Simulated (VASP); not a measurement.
# Rb3P2 (R-3m) in VASP: notebook

The runs below take Rb3P2 through single point, with PBE.

Everything below comes from runs of VASP 6.6.1. Logs are shortened: lines on timing, memory, paths and dates and some standing lists are left out, and cuts for length are marked.

## Step 1: The cell of the first run

Symmetry: R-3m, No. 166, trigonal system. Conventional cell: a = 4.302 Å, b = 4.302 Å, c = 29.914 Å, α = 90.00°, β = 90.00°, γ = 120.00°. Rb (site symmetry -3m) has 6 P at 3.19 Å and 12 Rb at 4.30 to 4.46 Å within 4.5 Å. Within 4.0 Å of Rb (site symmetry 3m) lie 3 P at 3.02 Å and 3 Rb at 3.57 Å. Within 4.0 Å of P (site symmetry 3m) lie 6 Rb at 3.02 to 3.19 Å.

## Step 2: Single point, PBE

File INCAR:

```
PREC     = Accurate       # precision mode
ENCUT    = 520            # plane-wave cutoff, eV
EDIFF    = 1E-6           # SCF threshold, eV
ISMEAR   = 0              # smearing method
SIGMA    = 0.1            # smearing width, eV
LREAL    = False          # projectors in reciprocal space
LASPH    = True           # aspherical terms in the spheres
NELM     = 80             # most SCF steps
ALGO     = Normal         # electronic algorithm
ISIF     = 2              # what is computed and relaxed
LWAVE    = False          # write WAVECAR
LCHARG   = False          # write CHGCAR
GGA      = PE             # functional
NBANDS   = 26             # bands
```

File KPOINTS:

```
regular mesh
0
Gamma
  6 6 6
```

File POSCAR:

```
Rb3P2
1.0
    2.1510719980      1.2419219971      9.9713098540
   -2.1510719980      1.2419219971      9.9713098540
    0.0000000000     -2.4838439941      9.9713098540
Rb P
3 2
Direct
    0.0000000000      0.0000000000      0.0000000000
    0.2095000000      0.2095000000      0.2095000000
    0.7905000000      0.7905000000      0.7905000000
    0.4000000000      0.4000000000      0.4000000000
    0.6000000000      0.6000000000      0.6000000000
```

Potentials or basis: VASP PAW PBE potentials, release 64 (Rb_sv, P).

On the command line:

```bash
cat potpaw_PBE.64/Rb_sv/POTCAR potpaw_PBE.64/P/POTCAR > POTCAR
mpirun -np 1 vasp_std > vasp.out
```

OUTCAR:

```text
PREC = Accurate
   ENCUT = 520
   EDIFF = 1E-6
   ISMEAR = 0
   LREAL = False
   LASPH = True
   NELM = 80
   ISIF = 2
   GGA = PE

 ion  position               nearest neighbor table
   1  0.000  0.000  0.000-   5 3.19   4 3.19   5 3.19   5 3.19   4 3.19   4 3.19   2 4.46   3 4.46
                             2 4.46   3 4.46   2 4.46   3 4.46
   2  0.209  0.209  0.209-   5 3.02   5 3.02   5 3.02   3 3.57   3 3.57   3 3.57   1 4.46   1 4.46
                             1 4.46   3 5.59   3 5.59   3 5.59
   3  0.791  0.791  0.791-   4 3.02   4 3.02   4 3.02   2 3.57   2 3.57   2 3.57   1 4.46   1 4.46
                             1 4.46   2 5.59   2 5.59   2 5.59
   4  0.400  0.400  0.400-   3 3.02   3 3.02   3 3.02   1 3.19   1 3.19   1 3.19
   5  0.600  0.600  0.600-   2 3.02   2 3.02   2 3.02   1 3.19   1 3.19   1 3.19

  LATTYP: Found a trigonal (rhomboedric) cell.
 ALAT       =    10.2760158229
 COS(alpha) =     0.9123624232

  Lattice vectors:

 A1 = (   2.1510719980,   1.2419219971,   9.9713098540)
 A2 = (  -2.1510719980,   1.2419219971,   9.9713098540)
 A3 = (   0.0000000000,  -2.4838439941,   9.9713098540)

Analysis of symmetry for initial positions (statically):
=====================================================================
 Subroutine PRICEL returns:
 Original cell was already a primitive cell.

 Routine SETGRP: Setting up the symmetry group for a
 trigonal (rhombohedral) supercell.

 Subroutine GETGRP returns: Found 12 space group operations
 (whereof 12 operations were pure point group operations)
 out of a pool of 12 trial point group operations.

The static configuration has the point symmetry D_3d.

Analysis of symmetry for dynamics (positions and initial velocities):
=====================================================================
 Subroutine PRICEL returns:
 Original cell was already a primitive cell.

 Routine SETGRP: Setting up the symmetry group for a
 trigonal (rhombohedral) supercell.

 Subroutine GETGRP returns: Found 12 space group operations
 (whereof 12 operations were pure point group operations)
 out of a pool of 12 trial point group operations.

The dynamic configuration has the point symmetry D_3d.

 Subroutine INISYM returns: Found 12 space group operations
 (whereof 12 operations are pure point group operations),
 and found     1 'primitive' translations

----------------------------------------------------------------------------------------

                                     Primitive cell

  volume of cell :     159.8279

  direct lattice vectors                    reciprocal lattice vectors
     2.151071998  1.241921997  9.971309854     0.232442243  0.134200592  0.033429242
    -2.151071998  1.241921997  9.971309854    -0.232442243  0.134200592  0.033429242
     0.000000000 -2.483843994  9.971309854     0.000000000 -0.268401183  0.033429242

  length of vectors
    10.276015823 10.276015823 10.276015823     0.270474970  0.270474970  0.270474970

  position of ions in fractional coordinates (direct lattice)
     0.000000000  0.000000000  0.000000000
     0.209500000  0.209500000  0.209500000
     0.790500000  0.790500000  0.790500000
     0.400000000  0.400000000  0.400000000
     0.600000000  0.600000000  0.600000000

  ion indices of the primitive-cell ions
   primitive index   ion index
                 1           1
                 2           2
                 3           3
                 4           4
                 5           5

----------------------------------------------------------------------------------------

 KPOINTS: regular mesh

Automatic generation of k-mesh.
 Grid dimensions read from file:
 generate k-points for:    6    6    6

 Generating k-lattice:

  Cartesian coordinates                     Fractional coordinates (reciprocal lattice)
     0.038740374  0.022366765  0.005571540     0.166666667 -0.000000000  0.000000000
    -0.038740374  0.022366765  0.005571540    -0.000000000  0.166666667  0.000000000
     0.000000000 -0.044733531  0.005571540     0.000000000  0.000000000  0.166666667

  Length of vectors
     0.045079162  0.045079162  0.045079162

  Shift w.r.t. Gamma in fractional coordinates (k-lattice)
     0.000000000  0.000000000  0.000000000

 Subroutine IBZKPT returns following result:
 ===========================================

 Found     32 irreducible k-points:

 Following reciprocal coordinates:
            Coordinates               Weight
  0.000000  0.000000  0.000000      1.000000
  0.166667 -0.000000  0.000000      6.000000
  0.333333 -0.000000  0.000000      6.000000
  0.500000  0.000000 -0.000000      3.000000
  0.166667  0.166667  0.000000      6.000000
  0.333333  0.166667 -0.000000     12.000000
[... 16 lines left out ...]
  0.500000  0.500000  0.166667      6.000000
 -0.333333  0.500000  0.166667     12.000000
 [... further k-points ...]
   k-points           NKPTS =     32   k-points in BZ     NKDIM =     32   number of bands    NBANDS=     26
   number of dos      NEDOS =    301   number of ions     NIONS =      5
   total plane-waves  NPLWV = 512000
   dimension x,y,z NGX =    80 NGY =   80 NGZ =   80
   dimension x,y,z NGXF=   160 NGYF=  160 NGZF=  160
   ions per type =               3   2
   NGX,Y,Z   is equivalent  to a cutoff of  12.94, 12.94, 12.94 a.u.
   NGXF,Y,Z  is equivalent  to a cutoff of  25.88, 25.88, 25.88 a.u.
 SYSTEM =  unknown system
   PREC   = accura    normal or accurate (medium, high low for compatibility)
   ISTART =      0    job   : 0-new  1-cont  2-samecut
   ICHARG =      2    charge: 1-file 2-atom 10-const
   ISPIN  =      1    spin polarized calculation?
   LNONCOLLINEAR =      F non collinear calculations
   LSORBIT =      F    spin-orbit coupling
   LASPH  =      T    aspherical Exc in radial PAW
   ENCUT  =  520.0 eV  38.22 Ry    6.18 a.u.  19.11 19.11 19.11*2*pi/ulx,y,z
   NELM   =     80;   NELMIN=  2; NELMDL= -5     # of ELM steps
   EDIFF  = 0.1E-05   stopping-criterion for ELM
   LREAL  =      F    real-space projection
   EDIFFG = 0.1E-04   stopping-criterion for IOM
   NSW    =      0    number of steps for IOM
   IBRION =     -1    ionic relax: 0-MD 1-quasi-New 2-CG
   NFREE  =      0    steps in history (QN), initial steepest desc. (CG)
   ISIF   =      2    stress and relaxation
   ISYM   =      2    0-nonsym 1-usesym 2-fastsym
   POTIM  = 0.5000    time-step for ionic-motion
   TEBEG  =    0.0;   TEEND  =   0.0 temperature during run
   PSTRESS=    0.0 pullay stress
   NELECT =      37.0000    total number of electrons
   NUPDOWN=      -1.0000    fix difference up-down
   EMIN   =  10.00;   EMAX   =-10.00  energy-range for DOS
   EFERMI =   0.00;   METHOD = LEGACY
   ISMEAR =     0;   SIGMA  =   0.10  broadening in eV -4-tet -1-fermi 0-gaus
   EFERMI_NEDOS =   21; number of points for ismear=-14 and -15
   IALGO  =     38    algorithm
   IMIX   =      4    mixing-type and parameters
     AMIX     =   0.40;   BMIX     =  1.00
     AMIX_MAG =   1.60;   BMIX_MAG =  1.00
  volume/ion in A,a.u.               =      31.97       215.71
  Fermi-wavevector in a.u.,A,eV,Ry     =   1.005212  1.899576 13.748033  1.010452
  Thomas-Fermi vector in A             =   2.137877
   LORBIT       =      0    0 simple, 1 ext, 2 COOP (PROOUT), +10 PAW based schemes
   GGA     = PE    functional components
   LHFCALC =     F    Hartree Fock is set to
   AEXX    =    0.0000 exact exchange contribution
   IVDW    =     0    specifies the selected vdW correction
   LEPSILON=     F    determine dielectric tensor
   LRPA    =     F    only Hartree local field effects (RPA)
 non-spin polarized calculation
 Gauss-broadening in eV      SIGMA  =   0.10
  energy-cutoff  :      520.00
  volume of cell :      159.83
 maximum number of plane-waves:      4324
 NGX is ok and might be reduce to    80
   NGX = 39   NGY = 39   NGZ = 39

 number of electron      36.9999999 magnetization

 Free energy of the ion-electron system (eV)
  ---------------------------------------------------
  ext. energy  EPLUGINS =         0.00000000
  ---------------------------------------------------
  free energy    TOTEN  =       -10.32897994 eV

  energy without entropy =      -10.25372734  energy(sigma->0) =      -10.29135364

 E-fermi :   1.4824     XC(G=0):  -8.2469

 val. band max:        1.4816531034   @ k =   0.5000   0.5000  -0.0000
 cond. band min:       1.4827944902   @ k =  -0.3333  -0.3333   0.1667
 fundamental gap:      0.0011413868
 Fermi energy:         1.4823682133

 k-point     1 :       0.0000    0.0000    0.0000
  band No.  band energies     occupation
      1     -25.6121      2.00000
      2     -25.4567      2.00000
      3     -23.9616      2.00000
      4     -10.3210      2.00000
      5      -9.8140      2.00000
      6      -9.6773      2.00000
[... 18 lines left out ...]
     25       6.4581      0.00000
     26       6.9554      0.00000

 k-point     2 :       0.1667   -0.0000    0.0000
  band No.  band energies     occupation
      1     -25.5961      2.00000
      2     -25.4590      2.00000
      3     -23.9545      2.00000
      4     -10.2582      2.00000
      5     -10.0255      2.00000
      6      -9.7221      2.00000
[... 18 lines left out ...]
     25       7.1662      0.00000
     26       7.2869      0.00000

 k-point     3 :       0.3333   -0.0000    0.0000
  band No.  band energies     occupation
      1     -25.5586      2.00000
      2     -25.4689      2.00000
      3     -23.9402      2.00000
      4     -10.2646      2.00000
      5     -10.1777      2.00000
      6      -9.8297      2.00000
[... 18 lines left out ...]
     25       7.0915      0.00000
     26       7.6431      0.00000

 k-point     4 :       0.5000    0.0000   -0.0000
  band No.  band energies     occupation
      1     -25.5325      2.00000
      2     -25.4812      2.00000
      3     -23.9330      2.00000
      4     -10.3246      2.00000
      5     -10.2835      2.00000
      6      -9.8394      2.00000
[... 18 lines left out ...]
     25       7.3426      0.00000
     26       8.0782      0.00000
[... 496 lines left out ...]
      1     -25.5327      2.00000
      2     -25.4810      2.00000
      3     -23.9330      2.00000
      4     -10.2650      2.00000
      5     -10.2156      2.00000
      6     -10.0105      2.00000
[... 18 lines left out ...]
     25       7.0385      0.00000
     26       7.7451      0.00000

 k-point    23 :       0.5000    0.5000    0.1667
  band No.  band energies     occupation
      1     -25.5586      2.00000
      2     -25.4689      2.00000
      3     -23.9402      2.00000
      4     -10.2579      2.00000
      5     -10.1781      2.00000
      6      -9.8421      2.00000
[... 18 lines left out ...]
     25       7.0229      0.00000
     26       7.3574      0.00000

 k-point    24 :      -0.3333    0.5000    0.1667
  band No.  band energies     occupation
      1     -25.5327      2.00000
      2     -25.4810      2.00000
      3     -23.9330      2.00000
      4     -10.2603      2.00000
      5     -10.2200      2.00000
      6     -10.0060      2.00000
[... 18 lines left out ...]
     25       7.2238      0.00000
     26       7.7389      0.00000

 [... further k-points ...]
[... 5 lines left out ...]
  --------------------------------------------------------------------------------------
  -------------------------------------------------------------------------------------
  Total        6.7809142      6.7809142      8.4090540      0.0000000      0.0000000      0.0000000
  in kB       67.9745129     67.9745129     84.2956172      0.0000000      0.0000000      0.0000000
  external PRESSURE =      73.4148810 kB  Pullay stress =       0.0000000 kB

 VOLUME and BASIS-vectors are now :
 -----------------------------------------------------------------------------
  energy-cutoff  :      520.00
  volume of cell :      159.83
      direct lattice vectors                 reciprocal lattice vectors
     2.151071998  1.241921997  9.971309854     0.232442243  0.134200592  0.033429242
    -2.151071998  1.241921997  9.971309854    -0.232442243  0.134200592  0.033429242
     0.000000000 -2.483843994  9.971309854     0.000000000 -0.268401183  0.033429242

 POSITION                                       TOTAL-FORCE (eV/Angst)
 -----------------------------------------------------------------------------------
      0.00000      0.00000      0.00000         0.000000     -0.000000      0.000000
      0.00000      0.00000      6.26697         0.000000     -0.000000     -0.615328
      0.00000      0.00000     23.64696         0.000000      0.000000      0.615328
      0.00000      0.00000     11.96557         0.000000      0.000000      0.093248
      0.00000      0.00000     17.94836         0.000000     -0.000000     -0.093248
 -----------------------------------------------------------------------------------
    total drift:                               -0.000000     -0.000000     -0.000000

  FREE ENERGIE OF THE ION-ELECTRON SYSTEM (eV)
  ---------------------------------------------------
  free  energy   TOTEN  =       -10.3289799359 eV

  energy  without entropy=      -10.2537273378  energy(sigma->0) =      -10.29135364
```

Wall time 8.3 min (1 thread of AMD EPYC 9R45 (Zen 5), shared host); peak memory 0.87 GiB.

What came out:

| Property | Result |
| --- | --- |
| Free energy | -10.3290 eV |
| Pressure | 7.3 GPa |
| Largest force | 0.615 eV/Å |
| Band gap on the k mesh | zero (an odd number of electrons rules out a gap without spin polarisation) |

Forces in eV/Å, atoms in the order of the input:
```
Rb   0.000  0.000  0.000
Rb   0.000  0.000 -0.615
Rb   0.000  0.000  0.615
P    0.000  0.000  0.093
P    0.000  0.000 -0.093
```

Stress tensor (GPa, compression positive):
```
6.80 0.00 0.00
0.00 6.80 0.00
0.00 0.00 8.43
```

Caveat: the cell stands under pressure.

## Step 3: Single point, PBE

This run uses another cell than the first one, of 50.97 Å³/atom.

File INCAR:

```
SYSTEM = Rb3P2
  PREC = Accurate
  ENCUT = 520
  EDIFF = 1E-7
  ISMEAR = 0
  SIGMA = 0.1
  LREAL = .False.
  LASPH = .True.
  NELM = 100
  ALGO = Normal
  ISIF = 2
  LWAVE = .False.
  LCHARG = .False.
  GGA = PE
  NBANDS = 26
```

File KPOINTS:

```
Automatic mesh
0
Gamma
  6 6 6
  0 0 0
```

File POSCAR:

```
Rb3P2
1.0
    2.6863510473      1.5509655003     10.1941591643
   -2.6863510473      1.5509655003     10.1941591643
    0.0000000000     -3.1019310005     10.1941591643
Rb P
3 2
Direct
    0.0000000000      0.0000000000      0.0000000000
    0.2406696325      0.2406696325      0.2406696325
    0.7593303675      0.7593303675      0.7593303675
    0.3465074911      0.3465074911      0.3465074911
    0.6534925089      0.6534925089      0.6534925089
```

Potentials or basis: VASP PAW PBE potentials, release 64 (Rb_sv, P).

On the command line:

```bash
cat potpaw_PBE.64/Rb_sv/POTCAR potpaw_PBE.64/P/POTCAR > POTCAR
mpirun -np 1 vasp_std > vasp.out
```

It took 9.9 min on 1 thread of AMD EPYC 9R45 (Zen 5), shared host; peak memory 1 GiB.

The run converged. Its results:

```yaml
Free_energy: -12.2902 eV
Pressure: 0.2 GPa
Largest_force: 0.006 eV/Å
Band_gap_on_the_k_mesh: zero (an odd number of electrons rules out a gap without spin polarisation)
```

Forces on the atoms (eV/Å):
```
Rb   0.000  0.000  0.000
Rb   0.000  0.000 -0.006
Rb   0.000  0.000  0.006
P    0.000  0.000  0.005
P    0.000  0.000 -0.005
```

Stress tensor (GPa, compression positive):
```
0.22 0.00 0.00
0.00 0.22 0.00
0.00 0.00 0.07
```

Levels at points of the mesh, in eV from the Fermi level:
```tsv
k point	band 17	band 18	band 19	band 20	band 21	band 22
(0.00, 0.00, 0.00)	-1.80	-1.11	-0.21	0.76	0.76	1.39
(0.50, 0.00, 0.00)	-1.15	-1.05	0.49	0.60	0.84	1.00
(0.50, 0.50, 0.00)	-1.16	-1.05	0.49	0.52	1.04	1.09
(0.50, 0.50, 0.50)	-2.00	-0.76	-0.22	0.76	0.76	1.12
```

The gap in the log of VASP goes by the Fermi energy; the results here count the filled bands.